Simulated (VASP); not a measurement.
# ZnO (P6_3mc) in VASP: notebook, part 2 of 2

VASP 6.6.1. Earlier steps stand in the parts before.

## (4) Single point, LDA

This run uses another cell than the first one, of 11.90 Å³/atom, 0.990 times its volume.

File INCAR:

```
ALGO     = Normal         # electronic algorithm
EDIFF    = 1E-6           # SCF threshold, eV
ENCUT    = 520            # plane-wave cutoff, eV
GGA      = CA             # functional
ISIF     = 2              # what is computed and relaxed
ISMEAR   = -1             # smearing method
LASPH    = True           # aspherical terms in the spheres
LCHARG   = True           # write CHGCAR
LELF     = True           # ELF
LREAL    = False          # projectors in reciprocal space
LVHAR    = True         
LWAVE    = False          # write WAVECAR
NBANDS   = 26             # bands
NELM     = 100            # most SCF steps
PREC     = Accurate       # precision mode
SIGMA    = 0.01           # smearing width, eV
```

File KPOINTS:

```
k-points
0
Gamma
  8 8 5
```

File POSCAR:

```
ZnO
1.0
    3.2493987239      0.0000000000      0.0000000000
   -1.6246993619      2.8140618419      0.0000000000
    0.0000000000      0.0000000000      5.2038000000
Zn O
2 2
Direct
    0.3333333333      0.6666666667      0.0000000000
    0.6666666667      0.3333333333      0.5000000000
    0.3333333333      0.6666666667      0.3821000000
    0.6666666667      0.3333333333      0.8821000000
```

Potentials or basis: VASP PAW LDA potentials, release 64 (Zn, O).

Started as:

```sh
cat potpaw_LDA.64/Zn/POTCAR potpaw_LDA.64/O/POTCAR > POTCAR
mpirun -np 1 vasp_std > vasp.out
```

OUTCAR:

```text
EDIFF = 1E-6
   ENCUT = 520
   GGA = CA
   ISIF = 2
   ISMEAR = -1
   LASPH = True
   LREAL = False
   NELM = 100
   PREC = Accurate

 ion  position               nearest neighbor table
   1  0.333  0.667  0.000-   4 1.97   4 1.97   4 1.97   3 1.99
   2  0.667  0.333  0.500-   3 1.97   3 1.97   3 1.97   4 1.99
   3  0.333  0.667  0.382-   2 1.97   2 1.97   2 1.97   1 1.99
   4  0.667  0.333  0.882-   1 1.97   1 1.97   1 1.97   2 1.99

  LATTYP: Found a hexagonal cell.
[... 894 lines left out ...]

  FORCE on cell =-STRESS in cart. coord.  units (eV):
  Direction    XX          YY          ZZ          XY          YZ          ZX
  --------------------------------------------------------------------------------------
  -------------------------------------------------------------------------------------
  Total       -1.8563357     -1.8563357     -1.6761578     -0.0000000     -0.0000000     -0.0000000
  in kB      -62.5042956    -62.5042956    -56.4375631     -0.0000000     -0.0000000     -0.0000000
  external PRESSURE =     -60.4820515 kB  Pullay stress =       0.0000000 kB

 VOLUME and BASIS-vectors are now :
 -----------------------------------------------------------------------------
  energy-cutoff  :      520.00
  volume of cell :       47.58
      direct lattice vectors                 reciprocal lattice vectors
     3.249398724  0.000000000  0.000000000     0.307749244  0.177679109  0.000000000
    -1.624699362  2.814061842  0.000000000     0.000000000  0.355358217  0.000000000
     0.000000000  0.000000000  5.203800000     0.000000000  0.000000000  0.192167262

 POSITION                                       TOTAL-FORCE (eV/Angst)
 -----------------------------------------------------------------------------------
     -0.00000      1.87604      0.00000        -0.000000      0.000000      0.040784
      1.62470      0.93802      2.60190         0.000000     -0.000000      0.040784
     -0.00000      1.87604      1.98837         0.000000      0.000000     -0.040784
      1.62470      0.93802      4.59027        -0.000000      0.000000     -0.040784
 -----------------------------------------------------------------------------------
    total drift:                               -0.000001     -0.000001     -0.000332

  FREE ENERGIE OF THE ION-ELECTRON SYSTEM (eV)
  ---------------------------------------------------
  free  energy   TOTEN  =       -21.1221468816 eV

  energy  without entropy=      -21.1221468816  energy(sigma->0) =      -21.12214688
```

It took 16 s on 1 thread of Intel Xeon Platinum 8488C (Sapphire Rapids), shared host; peak memory 0.15 GiB.

What came out:

```
Free energy            : -21.1221 eV
Pressure               : -6.0 GPa
Largest force          : 0.041 eV/Å
Band gap on the k mesh : 0.74 eV, direct
```

Forces on the atoms (eV/Å):
```
Zn   0.000  0.000  0.041
Zn   0.000  0.000  0.041
O    0.000  0.000 -0.041
O    0.000  0.000 -0.041
```

## (5) Single point, LDA (volume scaled by 0.96)

File INCAR:

```
SYSTEM = ZnO
  ALGO = Normal
  EDIFF = 1E-6
  ENCUT = 520
  ISIF = 2
  ISMEAR = -1
  LASPH = .TRUE.
  LCHARG = .FALSE.
  LREAL = .FALSE.
  LWAVE = .FALSE.
  NBANDS = 26
  NELM = 80
  PREC = Accurate
  SIGMA = 0.01
```

File KPOINTS:

```
k-points
0
G
  8 8 5
  0 0 0
```

File POSCAR:

```
ZnO
1.0
    3.2054825469      0.0000000000      0.0000000000
   -1.6027412734      2.7760293170      0.0000000000
    0.0000000000      0.0000000000      5.1334697570
Zn O
2 2
Direct
    0.3333333333      0.6666666667      0.0000000000
    0.6666666667      0.3333333333      0.5000000000
    0.3333333333      0.6666666667      0.3821000000
    0.6666666667      0.3333333333      0.8821000000
```

Potentials or basis: VASP PAW LDA potentials, release 64 (Zn, O).

Started as:

```sh
cat potpaw_LDA.64/Zn/POTCAR potpaw_LDA.64/O/POTCAR > POTCAR
mpirun -np 1 vasp_std > vasp.out
```

OUTCAR:

```text
SYSTEM = ZnO
   EDIFF = 1E-6
   ENCUT = 520
   ISIF = 2
   ISMEAR = -1
   LASPH = .TRUE.
   LREAL = .FALSE.
   NELM = 80
   PREC = Accurate

 ion  position               nearest neighbor table
   1  0.333  0.667  0.000-   4 1.95   4 1.95   4 1.95   3 1.96
   2  0.667  0.333  0.500-   3 1.95   3 1.95   3 1.95   4 1.96
   3  0.333  0.667  0.382-   2 1.95   2 1.95   2 1.95   1 1.96
   4  0.667  0.333  0.882-   1 1.95   1 1.95   1 1.95   2 1.96

  LATTYP: Found a hexagonal cell.
 ALAT       =     3.2054825469
 C/A-ratio  =     1.6014655148

  Lattice vectors:

 A1 = (   3.2054825469,   0.0000000000,   0.0000000000)
 A2 = (  -1.6027412734,   2.7760293170,   0.0000000000)
 A3 = (   0.0000000000,   0.0000000000,   5.1334697570)

Analysis of symmetry for initial positions (statically):
=====================================================================
 Subroutine PRICEL returns:
 Original cell was already a primitive cell.

 Routine SETGRP: Setting up the symmetry group for a
 hexagonal supercell.

 Subroutine GETGRP returns: Found 12 space group operations
[... 165 lines left out ...]
  ext. energy  EPLUGINS =         0.00000000
  ---------------------------------------------------
  free energy    TOTEN  =       -21.15713529 eV

  energy without entropy =      -21.15713529  energy(sigma->0) =      -21.15713529

 E-fermi :   1.5568     XC(G=0): -11.6827

 val. band max:        1.2714499003   @ k =   0.0000   0.0000   0.0000
 cond. band min:       2.0795632087   @ k =   0.0000   0.0000   0.0000
 fundamental gap:      0.8081133085
 Fermi energy:         1.5567802435

 k-point     1 :       0.0000    0.0000    0.0000
  band No.  band energies     occupation
      1     -16.8804      2.00000
      2     -16.0374      2.00000
      3      -4.7386      2.00000
      4      -4.7268      2.00000
      5      -4.7268      2.00000
      6      -4.6318      2.00000
[... 685 lines left out ...]
     25      14.8948      0.00000
     26      15.1488      0.00000

 [... further k-points ...]
[... 5 lines left out ...]
  --------------------------------------------------------------------------------------
  -------------------------------------------------------------------------------------
  Total       -0.0435649     -0.0435649      0.0757366     -0.0000000      0.0000000      0.0000000
  in kB       -1.5279848     -1.5279848      2.6563678     -0.0000000      0.0000000      0.0000000
  external PRESSURE =      -0.1332006 kB  Pullay stress =       0.0000000 kB

 VOLUME and BASIS-vectors are now :
 -----------------------------------------------------------------------------
  energy-cutoff  :      520.00
  volume of cell :       45.68
      direct lattice vectors                 reciprocal lattice vectors
     3.205482547  0.000000000  0.000000000     0.311965511  0.180113372  0.000000000
    -1.602741273  2.776029317  0.000000000     0.000000000  0.360226743  0.000000000
     0.000000000  0.000000000  5.133469757     0.000000000  0.000000000  0.194800018

 POSITION                                       TOTAL-FORCE (eV/Angst)
 -----------------------------------------------------------------------------------
     -0.00000      1.85069      0.00000         0.000000      0.000000      0.042341
      1.60274      0.92534      2.56673         0.000000      0.000000      0.042341
     -0.00000      1.85069      1.96150         0.000000     -0.000000     -0.042341
      1.60274      0.92534      4.52823        -0.000000      0.000000     -0.042341
 -----------------------------------------------------------------------------------
    total drift:                                0.000000      0.000001      0.000357

  FREE ENERGIE OF THE ION-ELECTRON SYSTEM (eV)
  ---------------------------------------------------
  free  energy   TOTEN  =       -21.1571352905 eV

  energy  without entropy=      -21.1571352905  energy(sigma->0) =      -21.15713529
```

stdout:

```text
POSCAR found type information on POSCAR ZnO
 POSCAR found :  2 types and       4 ions
 scaLAPACK will be used
 LDA part: xc-table for (Slater(with rela. corr.)+CA(PZ))
 , standard interpolation
 POSCAR, INCAR and KPOINTS ok, starting setup
 FFT: planning ... GRIDC
 FFT: planning ... GRID_SOFT
 FFT: planning ... GRID
 WAVECAR not read
 entering main loop
```

Run time: 32 s. Hardware: 1 thread of Intel Xeon Platinum 8488C (Sapphire Rapids), shared host; peak memory 0.15 GiB.

Results:

* Free energy: -21.1571 eV
* Pressure: 0.0 GPa
* Largest force: 0.042 eV/Å
* Band gap on the k mesh: 0.81 eV, direct

Forces on the atoms (eV/Å):
```
Zn   0.000  0.000  0.042
Zn   0.000  0.000  0.042
O    0.000  0.000 -0.042
O    0.000  0.000 -0.042
```

Levels at points of the mesh, in eV from the valence-band top:
```csv
k point,band 15,band 16,band 17,band 18,band 19,band 20,band 21,band 22
"(0.00, 0.00, 0.00)",-0.84,-0.11,0.00,0.00,0.81,5.22,8.25,12.83
"(0.50, 0.00, 0.00)",-2.98,-2.44,-1.36,-0.93,5.86,6.75,7.52,8.61
```

Caveat: the cell differs from its parent crystal (volume scaled by 0.96).

## (6) Single point, LDA (volume scaled by 0.99)

File INCAR:

```
SYSTEM = ZnO
PREC = Accurate ; ENCUT = 520
EDIFF = 1E-6 ; ISMEAR = -1
SIGMA = 0.01 ; LREAL = .FALSE.
LASPH = .TRUE. ; NELM = 100
ALGO = Normal ; ISIF = 2
LWAVE = .FALSE. ; LCHARG = .FALSE.
GGA = CA ; NBANDS = 26
```

File KPOINTS:

```
Automatic mesh
0
G
  8 8 5
  0 0 0
```

File POSCAR:

```
ZnO
1.0
    3.2385310885      0.0000000000      0.0000000000
   -1.6192655442      2.8046501935      0.0000000000
    0.0000000000      0.0000000000      5.1863958566
Zn O
2 2
Direct
    0.3333333333      0.6666666667      0.0000000000
    0.6666666667      0.3333333333      0.5000000000
    0.3333333333      0.6666666667      0.3821000000
    0.6666666667      0.3333333333      0.8821000000
```

Potentials or basis: VASP PAW LDA potentials, release 64 (Zn, O).

Started as:

```sh
cat potpaw_LDA.64/Zn/POTCAR potpaw_LDA.64/O/POTCAR > POTCAR
mpirun -np 1 vasp_std > vasp.out
```

It took 26 s on 1 thread of Intel Xeon Platinum 8488C (Sapphire Rapids), shared host; peak memory 0.15 GiB.

It converged, with:

```
Free energy            : -21.1375 eV
Pressure               : -4.7 GPa
Largest force          : 0.041 eV/Å
Band gap on the k mesh : 0.76 eV, direct
```

Forces on the atoms (eV/Å):
```
Zn   0.000  0.000  0.041
Zn   0.000  0.000  0.041
O    0.000  0.000 -0.041
O    0.000  0.000 -0.041
```

Stress tensor (GPa, compression positive):
```
-4.85  0.00  0.00
 0.00 -4.85  0.00
 0.00  0.00 -4.29
```

Levels at points of the mesh, in eV from the valence-band top:
| k point | band 15 | band 16 | band 17 | band 18 | band 19 | band 20 | band 21 | band 22 |
| --- | --- | --- | --- | --- | --- | --- | --- | --- |
| (0.00, 0.00, 0.00) | -0.81 | -0.10 | 0.00 | 0.00 | 0.76 | 5.10 | 8.15 | 12.68 |
| (0.50, 0.00, 0.00) | -2.89 | -2.34 | -1.31 | -0.89 | 5.72 | 6.72 | 7.49 | 8.40 |

Caveat: the cell differs from its parent crystal (volume scaled by 0.99).

## (7) The runs side by side

| cell | gap on the mesh (eV) | pressure (GPa) | largest force (eV/Å) |
| --- | --- | --- | --- |
| a = 3.260, b = 3.260, c = 5.221 Å, angles 90.0, 90.0, 120.0°, 4 atoms | 0.73 | -7.3 | 0.04 |
| a = 3.292, b = 3.292, c = 5.272 Å, angles 90.0, 90.0, 120.0°, 4 atoms | 0.68 | -10.8 | 0.04 |
| a = 3.249, b = 3.249, c = 5.204 Å, angles 90.0, 90.0, 120.0°, 4 atoms | 0.74 | -6.0 | 0.04 |
| a = 3.205, b = 3.205, c = 5.133 Å, angles 90.0, 90.0, 120.0°, 4 atoms | 0.81 | 0.0 | 0.04 |
| a = 3.239, b = 3.239, c = 5.186 Å, angles 90.0, 90.0, 120.0°, 4 atoms | 0.76 | -4.7 | 0.04 |

Alike in all rows: task single point; level LDA; potentials or basis VASP PAW LDA potentials, release 64 (Zn, O); no spin polarisation; k mesh 8 × 8 × 5; cutoff (eV) 520; smearing fermi-dirac 0.01 eV.

Total energies depend on the potentials used, so only differences within one code and one set of settings carry meaning.
